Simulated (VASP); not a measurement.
# Si (P-1) in VASP: single point with PBE

Aim: the single point of Si with PBE.

Program: VASP 6.6.1. These are calculated values, not measurements. Logs are shortened: lines on timing, memory, paths and dates and some standing lists are left out, and cuts for length are marked.

### Step 1. The cell of the first run

The typed cell holds 2 atoms: a = 3.868 Å, b = 3.868 Å, c = 3.868 Å, α = 60.00°, β = 60.00°, γ = 60.00°.

### Step 2. Single point, PBE (atoms displaced along a vibrational mode)

The input, INCAR:

```
ALGO = Normal
EDIFF = 1E-6
ENCUT = 520
GGA = PE
ISIF = 2
ISMEAR = 0
LASPH = T
LCHARG = T
LELF = T
LREAL = F
LVHAR = T
LWAVE = F
NBANDS = 11
NELM = 80
PREC = Accurate
SIGMA = 0.05
```

The input, KPOINTS:

```
k-points
0
Gamma
  8 8 8
```

The input, POSCAR:

```
Si
1.0
    0.0000000000      2.7348812168      2.7348812168
    2.7348812168      0.0000000000      2.7348812168
    2.7348812168      2.7348812168      0.0000000000
Si
2
Direct
    0.5065816387      0.4934183613      0.4846428431
    0.7434183613      0.7565816387      0.7653571569
```

Potentials or basis: VASP PAW PBE potentials, release 64 (Si).

Command:

```sh
$ cat potpaw_PBE.64/Si/POTCAR > POTCAR
$ mpirun -np 1 vasp_std > vasp.out
```

OUTCAR:

```text
EDIFF = 1E-6
   ENCUT = 520
   GGA = PE
   ISIF = 2
   ISMEAR = 0
   LASPH = T
   LREAL = F
   NELM = 80
   PREC = Accurate

 ion  position               nearest neighbor table
   1  0.507  0.493  0.485-   2 2.27   2 2.33   2 2.41   2 2.47
   2  0.743  0.757  0.765-   1 2.27   1 2.33   1 2.41   1 2.47

  LATTYP: Found a face centered cubic cell.
 ALAT       =     5.4697624336

  Lattice vectors:

 A1 = (   0.0000000000,   2.7348812168,   2.7348812168)
 A2 = (   2.7348812168,   0.0000000000,   2.7348812168)
 A3 = (   2.7348812168,   2.7348812168,   0.0000000000)

Analysis of symmetry for initial positions (statically):
=====================================================================
 Subroutine PRICEL returns:
 Original cell was already a primitive cell.

 Routine SETGRP: Setting up the symmetry group for a
 face centered cubic supercell.

 Subroutine GETGRP returns: Found  2 space group operations
 (whereof  1 operations were pure point group operations)
 out of a pool of 48 trial point group operations.

The static configuration has the point symmetry C_1 .
 The point group associated with its full space group is S_2 .

Analysis of symmetry for dynamics (positions and initial velocities):
=====================================================================
 Subroutine PRICEL returns:
 Original cell was already a primitive cell.

 Routine SETGRP: Setting up the symmetry group for a
 face centered cubic supercell.

 Subroutine GETGRP returns: Found  2 space group operations
 (whereof  1 operations were pure point group operations)
 out of a pool of 48 trial point group operations.

The dynamic configuration has the point symmetry C_1 .
 The point group associated with its full space group is S_2 .

 Subroutine INISYM returns: Found  2 space group operations
 (whereof  1 operations are pure point group operations),
 and found     1 'primitive' translations

----------------------------------------------------------------------------------------

                                     Primitive cell

  volume of cell :      40.9115

  direct lattice vectors                    reciprocal lattice vectors
     0.000000000  2.734881217  2.734881217    -0.182823297  0.182823297  0.182823297
     2.734881217  0.000000000  2.734881217     0.182823297 -0.182823297  0.182823297
     2.734881217  2.734881217  0.000000000     0.182823297  0.182823297 -0.182823297

  length of vectors
     3.867706108  3.867706108  3.867706108     0.316659239  0.316659239  0.316659239

  position of ions in fractional coordinates (direct lattice)
     0.506581639  0.493418361  0.484642843
     0.743418361  0.756581639  0.765357157

  ion indices of the primitive-cell ions
   primitive index   ion index
                 1           1
                 2           2

----------------------------------------------------------------------------------------

 KPOINTS: k-points

Automatic generation of k-mesh.
 Grid dimensions read from file:
 generate k-points for:    8    8    8

 Generating k-lattice:

  Cartesian coordinates                     Fractional coordinates (reciprocal lattice)
    -0.022852912  0.022852912  0.022852912     0.125000000  0.000000000  0.000000000
     0.022852912 -0.022852912  0.022852912     0.000000000  0.125000000  0.000000000
     0.022852912  0.022852912 -0.022852912     0.000000000  0.000000000  0.125000000

  Length of vectors
     0.039582405  0.039582405  0.039582405

  Shift w.r.t. Gamma in fractional coordinates (k-lattice)
     0.000000000  0.000000000  0.000000000

 Subroutine IBZKPT returns following result:
 ===========================================

 Found    260 irreducible k-points:

 Following reciprocal coordinates:
            Coordinates               Weight
  0.000000  0.000000  0.000000      1.000000
  0.125000  0.000000  0.000000      2.000000
  0.000000  0.125000  0.000000      2.000000
  0.000000  0.000000  0.125000      2.000000
  0.125000  0.125000  0.125000      2.000000
  0.250000  0.000000  0.000000      2.000000
[... 16 lines left out ...]
  0.125000  0.000000  0.250000      2.000000
  0.125000  0.125000 -0.125000      2.000000
 [... further k-points ...]
   k-points           NKPTS =    260   k-points in BZ     NKDIM =    260   number of bands    NBANDS=     11
   number of dos      NEDOS =    301   number of ions     NIONS =      2
   total plane-waves  NPLWV =  27000
   dimension x,y,z NGX =    30 NGY =   30 NGZ =   30
   dimension x,y,z NGXF=    60 NGYF=   60 NGZF=   60
   ions per type =               2
   NGX,Y,Z   is equivalent  to a cutoff of  12.89, 12.89, 12.89 a.u.
   NGXF,Y,Z  is equivalent  to a cutoff of  25.79, 25.79, 25.79 a.u.
 SYSTEM =  unknown system
   PREC   = accura    normal or accurate (medium, high low for compatibility)
   ISTART =      0    job   : 0-new  1-cont  2-samecut
   ICHARG =      2    charge: 1-file 2-atom 10-const
   ISPIN  =      1    spin polarized calculation?
   LNONCOLLINEAR =      F non collinear calculations
   LSORBIT =      F    spin-orbit coupling
   LASPH  =      T    aspherical Exc in radial PAW
   ENCUT  =  520.0 eV  38.22 Ry    6.18 a.u.   7.19  7.19  7.19*2*pi/ulx,y,z
   NELM   =     80;   NELMIN=  2; NELMDL= -5     # of ELM steps
   EDIFF  = 0.1E-05   stopping-criterion for ELM
   LREAL  =      F    real-space projection
   EDIFFG = 0.1E-04   stopping-criterion for IOM
   NSW    =      0    number of steps for IOM
   IBRION =     -1    ionic relax: 0-MD 1-quasi-New 2-CG
   NFREE  =      0    steps in history (QN), initial steepest desc. (CG)
   ISIF   =      2    stress and relaxation
   ISYM   =      2    0-nonsym 1-usesym 2-fastsym
   POTIM  = 0.5000    time-step for ionic-motion
   TEBEG  =    0.0;   TEEND  =   0.0 temperature during run
   PSTRESS=    0.0 pullay stress
   NELECT =       8.0000    total number of electrons
   NUPDOWN=      -1.0000    fix difference up-down
   EMIN   =  10.00;   EMAX   =-10.00  energy-range for DOS
   EFERMI =   0.00;   METHOD = LEGACY
   ISMEAR =     0;   SIGMA  =   0.05  broadening in eV -4-tet -1-fermi 0-gaus
   EFERMI_NEDOS =   21; number of points for ismear=-14 and -15
   IALGO  =     38    algorithm
   IMIX   =      4    mixing-type and parameters
     AMIX     =   0.40;   BMIX     =  1.00
     AMIX_MAG =   1.60;   BMIX_MAG =  1.00
  volume/ion in A,a.u.               =      20.46       138.04
  Fermi-wavevector in a.u.,A,eV,Ry     =   0.950218  1.795651 12.284881  0.902913
  Thomas-Fermi vector in A             =   2.078574
   LORBIT       =      0    0 simple, 1 ext, 2 COOP (PROOUT), +10 PAW based schemes
   GGA     = PE    functional components
   LHFCALC =     F    Hartree Fock is set to
   AEXX    =    0.0000 exact exchange contribution
   IVDW    =     0    specifies the selected vdW correction
   LEPSILON=     F    determine dielectric tensor
   LRPA    =     F    only Hartree local field effects (RPA)
 non-spin polarized calculation
 Gauss-broadening in eV      SIGMA  =   0.05
  energy-cutoff  :      520.00
  volume of cell :       40.91
 maximum number of plane-waves:      1124
 NGX is ok and might be reduce to    30
   NGX = 15   NGY = 15   NGZ = 15

 number of electron       8.0000000 magnetization

 Free energy of the ion-electron system (eV)
  ---------------------------------------------------
  ext. energy  EPLUGINS =         0.00000000
  ---------------------------------------------------
  free energy    TOTEN  =       -10.73824337 eV

  energy without entropy =      -10.73818509  energy(sigma->0) =      -10.73821423

 E-fermi :   6.1047     XC(G=0):  -9.3280

 val. band max:        6.0617929357   @ k =   0.0000   0.5000   0.5000
 cond. band min:       6.1612571949   @ k =   0.0000   0.3750   0.3750
 fundamental gap:      0.0994642592
 Fermi energy:         6.1047264600

 k-point     1 :       0.0000    0.0000    0.0000
  band No.  band energies     occupation
      1      -6.2197      2.00000
      2       5.0045      2.00000
      3       5.6397      2.00000
      4       6.2292      0.00043
      5       7.7951      0.00000
      6       8.1011      0.00000
      7       8.5259      0.00000
      8       8.7168      0.00000
      9      13.3006      0.00000
     10      13.3837      0.00000
     11      13.4324      0.00000

 k-point     2 :       0.1250    0.0000    0.0000
  band No.  band energies     occupation
      1      -6.0224      2.00000
      2       4.1045      2.00000
      3       4.8279      2.00000
      4       5.7234      2.00000
      5       7.8979      0.00000
      6       8.3251      0.00000
      7       8.8976      0.00000
      8      10.1675      0.00000
      9      12.8451      0.00000
     10      12.9268      0.00000
     11      14.2553      0.00000

 k-point     3 :       0.0000    0.1250    0.0000
  band No.  band energies     occupation
      1      -6.0176      2.00000
      2       3.8017      2.00000
      3       5.0751      2.00000
      4       5.8271      2.00000
      5       8.0524      0.00000
      6       8.2949      0.00000
      7       8.8399      0.00000
      8      10.0978      0.00000
      9      12.8065      0.00000
     10      12.8211      0.00000
     11      14.2277      0.00000
[... 267 lines left out ...]
 k-point    23 :       0.1250    0.0000    0.2500
  band No.  band energies     occupation
      1      -5.4787      2.00000
      2       2.0813      2.00000
      3       4.3328      2.00000
      4       4.7189      2.00000
      5       7.7649      0.00000
      6       9.1627      0.00000
      7      10.1164      0.00000
      8      10.4459      0.00000
      9      12.7845      0.00000
     10      13.5853      0.00000
     11      15.4889      0.00000

 k-point    24 :       0.1250    0.1250   -0.1250
  band No.  band energies     occupation
      1      -5.4754      2.00000
      2       2.0375      2.00000
      3       4.2790      2.00000
      4       4.8485      2.00000
      5       7.7253      0.00000
      6       9.1042      0.00000
      7      10.2255      0.00000
      8      10.4806      0.00000
      9      12.7512      0.00000
     10      13.5276      0.00000
     11      15.4301      0.00000

 [... further k-points ...]

------------------------ aborting loop because EDIFF is reached ----------------------------------------

  FORCE on cell =-STRESS in cart. coord.  units (eV):
  Direction    XX          YY          ZZ          XY          YZ          ZX
  --------------------------------------------------------------------------------------
  -------------------------------------------------------------------------------------
  Total       -0.0258223      0.1778812      0.2124167      0.1158657     -1.1126733     -0.4403873
  in kB       -1.0112550      6.9661887      8.3186672      4.5375365    -43.5745447    -17.2464613
  external PRESSURE =       4.7578669 kB  Pullay stress =       0.0000000 kB

 VOLUME and BASIS-vectors are now :
 -----------------------------------------------------------------------------
  energy-cutoff  :      520.00
  volume of cell :       40.91
      direct lattice vectors                 reciprocal lattice vectors
     0.000000000  2.734881217  2.734881217    -0.182823297  0.182823297  0.182823297
     2.734881217  0.000000000  2.734881217     0.182823297 -0.182823297  0.182823297
     2.734881217  2.734881217  0.000000000     0.182823297  0.182823297 -0.182823297

 POSITION                                       TOTAL-FORCE (eV/Angst)
 -----------------------------------------------------------------------------------
      2.67488      2.71088      2.73488         1.521979      0.625686     -0.200635
      4.16232      4.12632      4.10232        -1.521979     -0.625686      0.200635
 -----------------------------------------------------------------------------------
    total drift:                               -0.000000     -0.000000     -0.000000

  FREE ENERGIE OF THE ION-ELECTRON SYSTEM (eV)
  ---------------------------------------------------
  free  energy   TOTEN  =       -10.7382433708 eV

  energy  without entropy=      -10.7381850918  energy(sigma->0) =      -10.73821423
```

It took 1.9 min on 1 thread of Intel Xeon Platinum 8259CL at 2.50GHz (Skylake/Cascade Lake), shared host; peak memory 0.22 GiB.

Results:

- Free energy: -10.7382 eV
- Pressure: 0.5 GPa
- Largest force: 1.658 eV/Å
- Band gap on the k mesh: zero (bands 4 and 5 overlap by 0.17 eV)

Forces on the atoms (eV/Å):
```
Si   1.522  0.626 -0.201
Si  -1.522 -0.626  0.201
```

Levels at points of the mesh, in eV from the Fermi level:
```
           k point  band 2  band 3  band 4  band 5  band 6  band 7
(0.00, 0.00, 0.00)   -1.10   -0.47    0.12    1.69    2.00    2.42
(0.50, 0.00, 0.00)   -7.19   -2.09   -1.30    0.89    2.34    3.22
(0.00, 0.50, 0.00)   -7.54   -1.97   -1.26    0.99    2.45    3.36
(0.00, 0.00, 0.50)   -7.79   -1.82   -1.34    1.08    2.69    3.31
(0.50, 0.50, 0.50)   -6.98   -2.05   -1.48    0.84    2.38    3.01
(0.50, 0.50, 0.00)   -8.24   -3.28   -3.24    0.20    0.25    9.46
(0.00, 0.50, 0.50)   -7.87   -3.51   -3.11   -0.04    0.53    9.33
(0.50, 0.00, 0.50)   -8.12   -3.35   -3.19    0.11    0.34    9.44
```

Caveat: the cell differs from its parent crystal (atoms displaced along a vibrational mode); semilocal functionals underestimate gaps, so a narrow gap can read as zero; forces of over 1 eV/Å act on the atoms, so gaps and moduli don't describe the material at rest.
